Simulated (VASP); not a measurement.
# ZrB (Cmmm) in VASP: single point with PBEsol-based global hybrid with 25 % exact exchange

Aim: the single point of ZrB with PBEsol-based global hybrid with 25 % exact exchange.

Program: VASP 6.6.1. These are calculated values, not measurements. Logs are shortened: lines on timing, memory, paths and dates and some standing lists are left out, and cuts for length are marked.

### Step 1. The cell of the first run

Symmetry: Cmmm, No. 65, orthorhombic system. Conventional cell: a = 4.711 Å, b = 4.801 Å, c = 2.951 Å, α = 90.00°, β = 90.00°, γ = 90.00°. Within 3.1 Å of Zr (site symmetry mmm) lie 4 B at 2.36 to 2.40 Å and 2 Zr at 2.95 Å. B (site symmetry mmm) has 4 Zr at 2.36 to 2.40 Å and 2 B at 2.95 Å within 3.1 Å.

### Step 2. Single point, PBEsol-based global hybrid with 25 % exact exchange

File POSCAR:

```
ZrB
1.0
    2.3557333723     -2.4003042298      0.0000000000
    2.3557333723      2.4003042298      0.0000000000
    0.0000000000      0.0000000000      2.9506865767
Zr B
1 1
Direct
    0.0000000000      0.0000000000      0.5000000000
    0.5000000000      0.5000000000      0.5000000000
```

File INCAR.step1:

```
PREC = Accurate
ENCUT = 520
EDIFF = 1E-5
ISMEAR = -1
SIGMA = 0.05
LREAL = F
LASPH = T
NELM = 100
ALGO = Normal
ISIF = 2
LWAVE = T
LCHARG = F
NBANDS = 14
GGA = PE
```

File INCAR.step2:

```
PREC = Accurate
ENCUT = 520
EDIFF = 1E-6
ISMEAR = -1
SIGMA = 0.05
LREAL = F
LASPH = T
NELM = 100
ALGO = Normal
ISIF = 2
LWAVE = F
LCHARG = F
GGA = PS
LHFCALC = T
AEXX = 0.25
PRECFOCK = Normal
NBANDS = 14
ISTART = 1
```

File KPOINTS:

```
regular mesh
0
Gamma
  5 5 4
```

Potentials or basis: VASP PAW PBE potentials, release 64 (Zr_sv, B).

Run with:

```
$ cat potpaw_PBE.64/Zr_sv/POTCAR potpaw_PBE.64/B/POTCAR > POTCAR
$ cp INCAR.step1 INCAR
$ mpirun -np 1 vasp_std > vasp.out
$ cp INCAR.step2 INCAR
$ mpirun -np 1 vasp_std > vasp.out
```

OUTCAR:

```text
PREC = Accurate
   ENCUT = 520
   EDIFF = 1E-6
   ISMEAR = -1
   LREAL = F
   LASPH = T
   NELM = 100
   ISIF = 2
   GGA = PS
   LHFCALC = T
   AEXX = 0.25
   PRECFOCK = Normal
   ISTART = 1

 ion  position               nearest neighbor table
   1  0.000  0.000  0.500-   2 2.36   2 2.36   2 2.40   2 2.40
   2  0.500  0.500  0.500-   1 2.36   1 2.36   1 2.40   1 2.40

  LATTYP: Found a base centered orthorhombic cell.
 ALAT       =     4.7114667446
 B/A-ratio  =     1.0189201622
 C/A-ratio  =     0.6262777043

  Lattice vectors:

 A1 = (   2.3557333723,  -2.4003042298,   0.0000000000)
 A2 = (   2.3557333723,   2.4003042298,   0.0000000000)
 A3 = (   0.0000000000,   0.0000000000,   2.9506865767)

Analysis of symmetry for initial positions (statically):
=====================================================================
 Subroutine PRICEL returns:
 Original cell was already a primitive cell.

 Routine SETGRP: Setting up the symmetry group for a
 base centered orthorhombic supercell.

 Subroutine GETGRP returns: Found  8 space group operations
 (whereof  8 operations were pure point group operations)
 out of a pool of  8 trial point group operations.

The static configuration has the point symmetry D_2h.

Analysis of symmetry for dynamics (positions and initial velocities):
=====================================================================
 Subroutine PRICEL returns:
 Original cell was already a primitive cell.

 Routine SETGRP: Setting up the symmetry group for a
 base centered orthorhombic supercell.

 Subroutine GETGRP returns: Found  8 space group operations
 (whereof  8 operations were pure point group operations)
 out of a pool of  8 trial point group operations.

The dynamic configuration has the point symmetry D_2h.

 Subroutine INISYM returns: Found  8 space group operations
 (whereof  8 operations are pure point group operations),
 and found     1 'primitive' translations

----------------------------------------------------------------------------------------

                                     Primitive cell

  volume of cell :      33.3692

  direct lattice vectors                    reciprocal lattice vectors
     2.355733372 -2.400304230  0.000000000     0.212248129 -0.208306928  0.000000000
     2.355733372  2.400304230  0.000000000     0.212248129  0.208306928  0.000000000
     0.000000000  0.000000000  2.950686577     0.000000000  0.000000000  0.338904175

  length of vectors
     3.363174113  3.363174113  2.950686577     0.297390390  0.297390390  0.338904175

  position of ions in fractional coordinates (direct lattice)
     0.000000000  0.000000000  0.500000000
     0.500000000  0.500000000  0.500000000

  ion indices of the primitive-cell ions
   primitive index   ion index
                 1           1
                 2           2

----------------------------------------------------------------------------------------

 KPOINTS: regular mesh

Automatic generation of k-mesh.
 Grid dimensions read from file:
 generate k-points for:    5    5    4

 Generating k-lattice:

  Cartesian coordinates                     Fractional coordinates (reciprocal lattice)
     0.042449626 -0.041661386  0.000000000     0.200000000  0.000000000  0.000000000
     0.042449626  0.041661386  0.000000000     0.000000000  0.200000000  0.000000000
     0.000000000  0.000000000  0.084726044     0.000000000  0.000000000  0.250000000

  Length of vectors
     0.059478078  0.059478078  0.084726044

  Shift w.r.t. Gamma in fractional coordinates (k-lattice)
     0.000000000  0.000000000  0.000000000

 Subroutine IBZKPT returns following result:
 ===========================================

 Found     27 irreducible k-points:

 Following reciprocal coordinates:
            Coordinates               Weight
  0.000000  0.000000  0.000000      1.000000
  0.200000  0.000000  0.000000      4.000000
  0.400000 -0.000000  0.000000      4.000000
  0.200000  0.200000  0.000000      2.000000
  0.400000  0.200000  0.000000      4.000000
 -0.400000  0.200000  0.000000      4.000000
[... 16 lines left out ...]
  0.400000  0.200000  0.500000      4.000000
 -0.400000  0.200000  0.500000      4.000000
 [... further k-points ...]
   k-points           NKPTS =     27   k-points in BZ     NKDIM =    100   number of bands    NBANDS=     14
   number of dos      NEDOS =    301   number of ions     NIONS =      2
   total plane-waves  NPLWV =  18816
   dimension x,y,z NGX =    28 NGY =   28 NGZ =   24
   dimension x,y,z NGXF=    56 NGYF=   56 NGZF=   48
   ions per type =               1   1
   NGX,Y,Z   is equivalent  to a cutoff of  13.84, 13.84, 13.52 a.u.
   NGXF,Y,Z  is equivalent  to a cutoff of  27.68, 27.68, 27.04 a.u.
 SYSTEM =  unknown system
   PREC   = accura    normal or accurate (medium, high low for compatibility)
   ISTART =      1    job   : 0-new  1-cont  2-samecut
   ICHARG =      0    charge: 1-file 2-atom 10-const
   ISPIN  =      1    spin polarized calculation?
   LNONCOLLINEAR =      F non collinear calculations
   LSORBIT =      F    spin-orbit coupling
   LASPH  =      T    aspherical Exc in radial PAW
   ENCUT  =  520.0 eV  38.22 Ry    6.18 a.u.   6.25  6.25  5.49*2*pi/ulx,y,z
   NELM   =    100;   NELMIN=  2; NELMDL=  0     # of ELM steps
   EDIFF  = 0.1E-05   stopping-criterion for ELM
   LREAL  =      F    real-space projection
   EDIFFG = 0.1E-04   stopping-criterion for IOM
   NSW    =      0    number of steps for IOM
   IBRION =     -1    ionic relax: 0-MD 1-quasi-New 2-CG
   NFREE  =      0    steps in history (QN), initial steepest desc. (CG)
   ISIF   =      2    stress and relaxation
   ISYM   =      3    0-nonsym 1-usesym 2-fastsym
   POTIM  = 0.5000    time-step for ionic-motion
   TEBEG  =    0.0;   TEEND  =   0.0 temperature during run
   PSTRESS=    0.0 pullay stress
   NELECT =      15.0000    total number of electrons
   NUPDOWN=      -1.0000    fix difference up-down
   EMIN   =  10.00;   EMAX   =-10.00  energy-range for DOS
   EFERMI =   0.00;   METHOD = LEGACY
   ISMEAR =    -1;   SIGMA  =   0.05  broadening in eV -4-tet -1-fermi 0-gaus
   EFERMI_NEDOS =   21; number of points for ismear=-14 and -15
   IALGO  =     38    algorithm
   IMIX   =      1    mixing-type and parameters
     AMIX     =   0.40;   BMIX     =  1.00
     AMIX_MAG =   1.60;   BMIX_MAG =  1.00
  volume/ion in A,a.u.               =      16.68       112.59
  Fermi-wavevector in a.u.,A,eV,Ry     =   1.254075  2.369858 21.397929  1.572703
  Thomas-Fermi vector in A             =   2.387897
   LORBIT       =      0    0 simple, 1 ext, 2 COOP (PROOUT), +10 PAW based schemes
   GGA     = PS    functional components
   LHFCALC =     T    Hartree Fock is set to
   PRECFOCK=normal    Normal, Fast or Accurate (Low or Medium for compatibility)
   ENCUT4O =  -1.0   cutoff for four orbital integrals eV
   NKREDX  =     1    reduce k-point grid by
   NKREDY  =     1    reduce k-point grid by
   NKREDZ  =     1    reduce k-point grid by
   AEXX    =    0.2500 exact exchange contribution
   HFSCREEN=    0.0000 screening length (either q_TF or 0.3 A-1)
   HFSCREENC=   0.0000 screening length for correlation (either q_TF or 0.3 A-1)
   ENCUTFOCK=  -1.0 apply spherical cutoff to Coloumb kernel
   IVDW    =     0    specifies the selected vdW correction
   LEPSILON=     F    determine dielectric tensor
   LRPA    =     F    only Hartree local field effects (RPA)
 non-spin polarized calculation
  energy-cutoff  :      520.00
  volume of cell :       33.37
 maximum number of plane-waves:       911
 NGX is ok and might be reduce to    28
  NGX = 20; NGY = 20; NGZ = 18

 number of electron      15.0000000 magnetization

 Free energy of the ion-electron system (eV)
  ---------------------------------------------------
  ext. energy  EPLUGINS =         0.00000000
  ---------------------------------------------------
  free energy    TOTEN  =       -17.56271764 eV

  energy without entropy =      -17.56128215  energy(sigma->0) =      -17.56199989

 E-fermi :   6.6523     XC(G=0):  -8.6220

 val. band max:        6.6522181994   @ k =  -0.4000   0.4000   0.5000
 cond. band min:       7.0843415988   @ k =   0.4000   0.2000   0.2500
 fundamental gap:      0.4321233994
 Fermi energy:         6.6522780395

 k-point     1 :       0.0000    0.0000    0.0000
  band No.  band energies     occupation
      1     -45.4966      2.00000
      2     -21.9613      2.00000
      3     -21.9180      2.00000
      4     -21.7910      2.00000
      5      -3.4102      2.00000
      6       4.3001      2.00000
      7       5.2211      2.00000
      8       9.1686      0.00000
      9       9.2950      0.00000
     10      10.6326      0.00000
     11      12.2585      0.00000
     12      12.8278      0.00000
     13      12.9103      0.00000
     14      17.4478      0.00000

 k-point     2 :       0.2000    0.0000    0.0000
  band No.  band energies     occupation
      1     -45.4849      2.00000
      2     -22.1129      2.00000
      3     -21.9143      2.00000
      4     -21.7808      2.00000
      5      -2.7022      2.00000
      6       4.3157      2.00000
      7       4.5337      2.00000
      8       6.1397      1.99993
      9       9.6090      0.00000
     10      10.8173      0.00000
     11      12.9498      0.00000
     12      14.0877      0.00000
     13      14.5112      0.00000
     14      18.2204      0.00000

 k-point     3 :       0.4000   -0.0000    0.0000
  band No.  band energies     occupation
      1     -45.4659      2.00000
      2     -22.3759      2.00000
      3     -21.8781      2.00000
      4     -21.7641      2.00000
      5      -0.9663      2.00000
      6       2.0464      2.00000
      7       4.3778      2.00000
      8       4.8754      2.00000
      9       9.8070      0.00000
     10      11.8949      0.00000
     11      13.0807      0.00000
     12      15.8525      0.00000
     13      16.0561      0.00000
     14      18.2662      0.00000

 k-point     4 :       0.2000    0.2000    0.0000
  band No.  band energies     occupation
      1     -45.4731      2.00000
      2     -22.1094      2.00000
      3     -22.0641      2.00000
      4     -21.7707      2.00000
      5      -2.0888      2.00000
      6       4.0594      2.00000
      7       4.5867      2.00000
      8       4.7736      2.00000
      9      10.6256      0.00000
     10      11.6559      0.00000
     11      12.3930      0.00000
     12      13.5856      0.00000
     13      15.2683      0.00000
     14      18.6115      0.00000

 k-point     5 :       0.4000    0.2000    0.0000
  band No.  band energies     occupation
      1     -45.4541      2.00000
      2     -22.3514      2.00000
      3     -22.0455      2.00000
      4     -21.7540      2.00000
      5      -1.0451      2.00000
      6       2.5444      2.00000
      7       4.5175      2.00000
      8       5.0727      2.00000
      9      10.1717      0.00000
     10      12.4055      0.00000
     11      12.6833      0.00000
[... 276 lines left out ...]
 k-point    22 :       0.2000    0.2000    0.5000
  band No.  band energies     occupation
      1     -45.3370      2.00000
      2     -22.9429      2.00000
      3     -21.9692      2.00000
      4     -21.9262      2.00000
      5       0.4178      2.00000
      6       2.8962      2.00000
      7       5.3803      2.00000
      8       6.2569      1.99926
      9       7.7250      0.00000
     10      11.1415      0.00000
     11      12.6367      0.00000
     12      14.2245      0.00000
     13      14.2438      0.00000
     14      17.1680      0.00000

 k-point    23 :       0.4000    0.2000    0.5000
  band No.  band energies     occupation
      1     -45.3193      2.00000
      2     -22.9047      2.00000
      3     -22.1842      2.00000
      4     -21.9100      2.00000
      5       1.2678      2.00000
      6       2.7645      2.00000
      7       4.3838      2.00000
      8       6.2725      1.99900
      9       7.4349      0.00000
     10      11.2803      0.00000
     11      13.1368      0.00000
     12      13.1891      0.00000
     13      16.0203      0.00000
     14      18.1488      0.00000

 k-point    24 :      -0.4000    0.2000    0.5000
  band No.  band energies     occupation
      1     -45.3193      2.00000
      2     -22.9052      2.00000
      3     -22.1829      2.00000
      4     -21.9107      2.00000
      5       1.1433      2.00000
      6       2.8043      2.00000
      7       4.3878      2.00000
      8       7.1326      0.00013
      9       7.4579      0.00000
     10      11.0622      0.00000
     11      12.9847      0.00000
     12      13.2794      0.00000
     13      16.1023      0.00000
     14      18.1729      0.00000

 [... further k-points ...]

------------------------ aborting loop because EDIFF is reached ----------------------------------------

  FORCE on cell =-STRESS in cart. coord.  units (eV):
  Direction    XX          YY          ZZ          XY          YZ          ZX
  --------------------------------------------------------------------------------------
  -------------------------------------------------------------------------------------
  Total       -0.0071509     -0.0348490      0.0246593     -0.0000000      0.0000000      0.0000000
  in kB       -0.3433390     -1.6732306      1.1839839     -0.0000000      0.0000000      0.0000000
  external PRESSURE =      -0.2775286 kB  Pullay stress =       0.0000000 kB

 VOLUME and BASIS-vectors are now :
 -----------------------------------------------------------------------------
  energy-cutoff  :      520.00
  volume of cell :       33.37
      direct lattice vectors                 reciprocal lattice vectors
     2.355733372 -2.400304230  0.000000000     0.212248129 -0.208306928  0.000000000
     2.355733372  2.400304230  0.000000000     0.212248129  0.208306928  0.000000000
     0.000000000  0.000000000  2.950686577     0.000000000  0.000000000  0.338904175

 POSITION                                       TOTAL-FORCE (eV/Angst)
 -----------------------------------------------------------------------------------
      0.00000      0.00000      1.47534         0.000000      0.000000      0.000000
      2.35573      0.00000      1.47534         0.000000      0.000000      0.000000
 -----------------------------------------------------------------------------------
    total drift:                                0.000000     -0.000000      0.000000

  FREE ENERGIE OF THE ION-ELECTRON SYSTEM (eV)
  ---------------------------------------------------
  free  energy   TOTEN  =       -17.5627176368 eV

  energy  without entropy=      -17.5612821486  energy(sigma->0) =      -17.56199989
```

Run time: 25 min. Hardware: 1 thread of Oxide Virtual Turin-like, shared host; peak memory 0.13 GiB.

Results:

```
Free energy            : -17.5627 eV
Pressure               : 0.0 GPa
Band gap on the k mesh : zero (an odd number of electrons rules out a gap without spin polarisation)
```

Stress tensor (GPa, compression positive):
```
-0.03  0.00  0.00
 0.00 -0.17  0.00
 0.00  0.00  0.12
```

Levels at points of the mesh, in eV from the Fermi level:
| k point | band 6 | band 7 | band 8 | band 9 | band 10 | band 11 |
| --- | --- | --- | --- | --- | --- | --- |
| (0.00, 0.00, 0.00) | -2.35 | -1.43 | 2.52 | 2.64 | 3.98 | 5.61 |
| (0.00, 0.00, 0.50) | -3.34 | 0.53 | 2.35 | 2.47 | 3.85 | 4.06 |

Caveat: the k points lie up to 0.53 Å⁻¹ apart, too coarse for converged energies and pressures of a metal; the PAW data sets were made with another functional, which shifts forces and pressure a little.

The gap in the log of VASP goes by the Fermi energy; the results here count the filled bands.